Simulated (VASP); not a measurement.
# AlN (kat) (Fm-3m) in VASP: vibrations by perturbation theory with LDA

Aim: the vibrations by perturbation theory of AlN (kat) with LDA.

All numbers are computed with VASP 6.6.1; they aren't measurements. Logs are shortened: lines on timing, memory, paths and dates and some standing lists are left out, and cuts for length are marked.

## 1. The cell of the first run

The structure is cubic, space group Fm-3m (No. 225). Conventional cell: a = 4.037 Å, b = 4.037 Å, c = 4.037 Å, α = 90.00°, β = 90.00°, γ = 90.00°. Al (site symmetry m-3m) has 6 N at 2.02 Å within 2.7 Å. N (site symmetry m-3m) has 6 Al at 2.02 Å within 2.7 Å.

## 2. Vibrations by perturbation theory, LDA

INCAR reads:

```
SYSTEM = AlN
PREC = Accurate
ENCUT = 600
EDIFF = 1E-8
ISMEAR = 0
SIGMA = 0.01
LREAL = .FALSE.
LASPH = .TRUE.
NELM = 120
ALGO = Normal
ISIF = 2
LWAVE = .FALSE.
LCHARG = .FALSE.
NBANDS = 11
IBRION = 8
NSW = 1
LEPSILON = .TRUE.
GGA_COMPAT = .FALSE.
```

KPOINTS reads:

```
Automatic mesh
0
G
  10 10 10
  0 0 0
```

POSCAR reads:

```
AlN
1.0
    0.0000000000      2.0182764774      2.0182764774
    2.0182764774      0.0000000000      2.0182764774
    2.0182764774      2.0182764774      0.0000000000
Al N
1 1
Direct
    0.5000000000      0.5000000000      0.5000000000
    0.0000000000      0.0000000000      0.0000000000
```

Potentials or basis: VASP PAW LDA potentials, release 64 (Al, N).

The run is started by

```bash
> cat potpaw_LDA.64/Al/POTCAR potpaw_LDA.64/N/POTCAR > POTCAR
> mpirun -np 1 vasp_std > vasp.out
```

OUTCAR:

```text
SYSTEM = AlN
   PREC = Accurate
   ENCUT = 600
   EDIFF = 1E-8
   ISMEAR = 0
   LREAL = .FALSE.
   LASPH = .TRUE.
   NELM = 120
   ISIF = 2
   IBRION = 8
   NSW = 1
   LEPSILON = .TRUE.

 ion  position               nearest neighbor table
   1  0.500  0.500  0.500-   2 2.02   2 2.02   2 2.02   2 2.02   2 2.02   2 2.02
   2  0.000  0.000  0.000-   1 2.02   1 2.02   1 2.02   1 2.02   1 2.02   1 2.02

  LATTYP: Found a face centered cubic cell.
 ALAT       =     4.0365529548

  Lattice vectors:

 A1 = (   0.0000000000,   2.0182764774,   2.0182764774)
 A2 = (   2.0182764774,   0.0000000000,   2.0182764774)
 A3 = (   2.0182764774,   2.0182764774,   0.0000000000)

Analysis of symmetry for initial positions (statically):
=====================================================================
 Subroutine PRICEL returns:
 Original cell was already a primitive cell.

 Routine SETGRP: Setting up the symmetry group for a
 face centered cubic supercell.

 Subroutine GETGRP returns: Found 48 space group operations
[... 9 lines left out ...]

 Routine SETGRP: Setting up the symmetry group for a
 face centered cubic supercell.

 Subroutine GETGRP returns: Found 48 space group operations
[... 11 lines left out ...]
                                     Primitive cell

  volume of cell :      16.4427

  direct lattice vectors                    reciprocal lattice vectors
     0.000000000  2.018276477  2.018276477    -0.247736128  0.247736128  0.247736128
     2.018276477  0.000000000  2.018276477     0.247736128 -0.247736128  0.247736128
     2.018276477  2.018276477  0.000000000     0.247736128  0.247736128 -0.247736128

  length of vectors
     2.854273967  2.854273967  2.854273967     0.429091561  0.429091561  0.429091561

  position of ions in fractional coordinates (direct lattice)
     0.500000000  0.500000000  0.500000000
     0.000000000  0.000000000  0.000000000

  ion indices of the primitive-cell ions
   primitive index   ion index
[... 546 lines left out ...]
    -0.02195 -0.00000 -0.00000
     0.00000  0.01494 -0.00000
    -0.00000 -0.00000  0.01494

 MACROSCOPIC STATIC DIELECTRIC TENSOR (including local field effects in DFT)
 ------------------------------------------------------
           5.091464     0.000000    -0.000000
           0.000000     5.091464    -0.000000
          -0.000000    -0.000000     5.091464
 ------------------------------------------------------

 PIEZOELECTRIC TENSOR (including local field effects)  for field in x, y, z        (e  Angst)
          XX          YY          ZZ          XY          YZ          ZX
  --------------------------------------------------------------------------------
  x     0.00000     0.00000     0.00000     0.00000     0.00000     0.00000
  y     0.00000     0.00000     0.00000     0.00000     0.00000     0.00000
  z     0.00000     0.00000     0.00000     0.00000     0.00000     0.00000

 PIEZOELECTRIC TENSOR (including local field effects)  for field in x, y, z        (C/m^2)
          XX          YY          ZZ          XY          YZ          ZX
  --------------------------------------------------------------------------------
  x     0.00000     0.00000     0.00000     0.00000     0.00000     0.00000
  y     0.00000     0.00000     0.00000     0.00000     0.00000     0.00000
  z     0.00000     0.00000     0.00000     0.00000     0.00000     0.00000

 BORN EFFECTIVE CHARGES (including local field effects) (in |e|, cummulative output)
 ---------------------------------------------------------------------------------
 ion    1
    1     2.95314     0.00000     0.00000
    2     0.00000     2.95314    -0.00000
    3     0.00000    -0.00000     2.95314
 ion    2
    1    -2.95314    -0.00000    -0.00000
    2    -0.00000    -2.95314     0.00000
    3    -0.00000     0.00000    -2.95314

 INTERNAL STRAIN TENSOR FOR ION    2 for displacements in x,y,z  (eV/Angst):
          X           Y           Z          XY          YZ          ZX
  --------------------------------------------------------------------------------
  x     0.00000     0.00000     0.00000     0.00000     0.00000     0.00000
  y     0.00000     0.00000     0.00000     0.00000     0.00000     0.00000
  z     0.00000     0.00000     0.00000     0.00000     0.00000     0.00000

 SECOND DERIVATIVES (NOT SYMMETRIZED)
 ------------------------------------
               1X          1Y          1Z          2X          2Y          2Z
  1X    -7.199666    0.000000    0.000000    7.199666    0.000000    0.000000
  1Y     0.000000   -7.199666    0.000000    0.000000    7.199666    0.000000
  1Z     0.000000    0.000000   -7.199666    0.000000    0.000000    7.199666
  2X     7.195710    0.000000    0.000000   -7.195710    0.000000    0.000000
  2Y     0.000000    7.195710    0.000000    0.000000   -7.195710    0.000000
  2Z     0.000000    0.000000    7.195710    0.000000    0.000000   -7.195710

 Eigenvectors and eigenvalues of the dynamical matrix
 ----------------------------------------------------

   1 f  =   13.813902 THz    86.795305 2PiTHz  460.782168 cm-1    57.129682 meV
             X         Y         Z           dx          dy          dz
      2.018276  2.018276  2.018276     0.000000    0.584604    0.000000
      0.000000  0.000000  0.000000     0.000000   -0.811319    0.000000
[... 21 lines left out ...]
   6 f/i=    0.001801 THz     0.011313 2PiTHz    0.060061 cm-1     0.007447 meV
             X         Y         Z           dx          dy          dz
      2.018276  2.018276  2.018276     0.000000    0.000000    0.811319
      0.000000  0.000000  0.000000     0.000000    0.000000    0.584604

--------------------------------------------------------------------------------------------------------

 MACROSCOPIC STATIC DIELECTRIC TENSOR IONIC CONTRIBUTION
 ------------------------------------------------------
          13.334231     0.000000     0.000000
          -0.000000    13.334231    -0.000000
           0.000000    -0.000000    13.334231
 ------------------------------------------------------

 ELASTIC MODULI CONTR FROM IONIC RELAXATION (kBar)
 Direction    XX          YY          ZZ          XY          YZ          ZX
 --------------------------------------------------------------------------------
 XX           0.0000      0.0000      0.0000      0.0000      0.0000      0.0000
 YY           0.0000      0.0000      0.0000      0.0000      0.0000      0.0000
 ZZ           0.0000      0.0000      0.0000      0.0000      0.0000      0.0000
 XY           0.0000      0.0000      0.0000      0.0000      0.0000      0.0000
 YZ           0.0000      0.0000      0.0000      0.0000      0.0000      0.0000
 ZX           0.0000      0.0000      0.0000      0.0000      0.0000      0.0000
 --------------------------------------------------------------------------------

 PIEZOELECTRIC TENSOR IONIC CONTR  for field in x, y, z        (C/m^2)
          XX          YY          ZZ          XY          YZ          ZX
  --------------------------------------------------------------------------------
  x     0.00000     0.00000     0.00000     0.00000     0.00000     0.00000
  y     0.00000     0.00000     0.00000     0.00000     0.00000     0.00000
  z     0.00000     0.00000     0.00000     0.00000     0.00000     0.00000
```

OSZICAR:

```text
N       E                     dE             d eps       ncg     rms          rms(c)
DAV:   1     0.743118819583E+01    0.74312E+01   -0.43268E+03  1042   0.739E+02
DAV:   2    -0.174729340055E+02   -0.24904E+02   -0.23650E+02  1263   0.121E+02
DAV:   3    -0.181044980656E+02   -0.63156E+00   -0.62944E+00  1280   0.163E+01
[... 132 lines left out ...]
RMM:   7    -0.232966765660E+00   -0.14827E-05   -0.69329E-09  3719   0.487E-04    0.688E-05
RMM:   8    -0.232965914990E+00    0.85067E-06   -0.32507E-09  3823   0.807E-05    0.317E-05
RMM:   9    -0.232965772578E+00    0.14241E-06   -0.36669E-09  3914   0.455E-05    0.104E-06
RMM:  10    -0.232965792088E+00   -0.19511E-07   -0.52523E-09  3335   0.359E-05    0.425E-07
RMM:  11    -0.232965792862E+00   -0.77389E-09   -0.41743E-09  2549   0.353E-05    0.844E-08
 Linear response finished
```

stdout:

```text
POSCAR found type information on POSCAR AlN
 POSCAR found :  2 types and       2 ions
 scaLAPACK will be used
 LDA part: xc-table for (Slater(with rela. corr.)+CA(PZ))
 , standard interpolation
 POSCAR, INCAR and KPOINTS ok, starting setup
 FFT: planning ... GRIDC
 FFT: planning ... GRID_SOFT
 FFT: planning ... GRID
[... 24 lines left out ...]
 Linear response to external field, progress :
  Direction:   3
 dielectric tensor                  component  3 :     0.230     1.036     5.091
 Linear response DOF=           2
 Linear response progress:
 first order change of Fermi-energy   0.48057E-02
 force on displaced ion       1 direction 1 :  -7.200   0.000   0.000
 Born effective charge ion    1 direction 1 :   2.952   0.000   0.000
 Linear response progress:
 first order change of Fermi-energy  -0.35106E-02
 force on displaced ion       2 direction 1 :  -7.196   0.000   0.000
 Born effective charge ion    2 direction 1 :  -2.954   0.000   0.000
 Born effective charges drift removed
 Linear response finished
```

Run time: 44 s. Hardware: 1 thread of Intel Xeon 6975P-C (Granite Rapids), shared host; peak memory 0.18 GiB.

Results:

```yaml
Electronic_dielectric_tensor_diagonal: 5.09
Born_charges_mean_of_the_diagonal: Al +2.95; N -2.95 e
Highest_phonon_frequency_at_Γ_LO-TO_splitting_left_out: 461 cm⁻¹
```

Phonon frequencies in cm⁻¹ (negative: imaginary):
```csv
q point,frequencies
"(0.000, 0.000, 0.000)",0 0 0 461 461 461
```

Electronic dielectric tensor:
```
5.09 0.00 0.00
0.00 5.09 0.00
0.00 0.00 5.09
```

Born effective charge tensors (e):
atom 1, Al
```
2.95 0.00 0.00
0.00 2.95 0.00
0.00 0.00 2.95
```
atom 2, N
```
-2.95  0.00  0.00
 0.00 -2.95  0.00
 0.00  0.00 -2.95
```

Caveat: the cell wasn't relaxed at this level first, which shifts response properties.
